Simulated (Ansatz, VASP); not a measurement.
This is a calculation of RbBr for Ansatz 0.2.0.

File input.yaml:

```yaml
crystal:
  lattice:
    - [0.0, 3.4942131424, 3.4942131424]
    - [3.4942131424, 0.0, 3.4942131424]
    - [3.4942131424, 3.4942131424, 0.0]
  atoms:
    - { symbol: Rb, position: [0.0, 0.0, 0.0] }
    - { symbol: Br, position: [0.5, 0.5, 0.5] }
kpoints:
  mp_grid: { grid: [7, 7, 7] }
scf:
  occupations: { method: fermi_dirac, width: 0.05 }
hamiltonian:
  xc: lda
  pseudopotentials: { kind: all_electron, lapw: { basis_error: 0.001 } }
output:
  forces: true
  stress: true
  eigenvalues: true
```

Potentials or basis: all-electron LAPW, scalar-relativistic.

Command:

```sh
$ ansatz run input.yaml --threads 1 --pin off --max-ram 3072MiB --backend cpu --events-out ev --progress --plain --runs-dir out
```

Question: Set up the same calculation for VASP 6.6.1. Potentials there: VASP PAW LDA potentials, release 64 (Rb_sv, Br).

Answer: As run (the cutoff follows the program's own potentials):

The input INCAR:

```
PREC = Accurate
ENCUT = 520
EDIFF = 1E-7
ISMEAR = -1
SIGMA = 0.05
LREAL = False
LASPH = True
NELM = 60
ALGO = Normal
ISIF = 2
LWAVE = False
LCHARG = False
NBANDS = 15
```

The input KPOINTS:

```
regular mesh
0
Gamma
  7 7 7
```

The input POSCAR:

```
RbBr
1.0
    0.0000000000      3.4942131424      3.4942131424
    3.4942131424      0.0000000000      3.4942131424
    3.4942131424      3.4942131424      0.0000000000
Rb Br
1 1
Direct
    0.0000000000      0.0000000000      0.0000000000
    0.5000000000      0.5000000000      0.5000000000
```

Potentials or basis: VASP PAW LDA potentials, release 64 (Rb_sv, Br).

Command:

```console
$ cat potpaw_LDA.64/Rb_sv/POTCAR potpaw_LDA.64/Br/POTCAR > POTCAR
$ mpirun -np 1 vasp_std > vasp.out
```

Both were run:

|  | VASP | Ansatz | Ansatz less VASP |
| --- | --- | --- | --- |
| gap on the k mesh at the Fermi level (eV) | 3.83 | 3.82 | -0.009 |
| least direct gap on the mesh (eV) | 3.83 | 3.82 | -0.009 |
| pressure (GPa) | -1.8 | -1.8 | -0.03 |

LDA's correlation is that of Perdew and Zunger in VASP and of Perdew and Wang (1992) in Ansatz. Ansatz ran all-electron here, and VASP with PAW potentials.
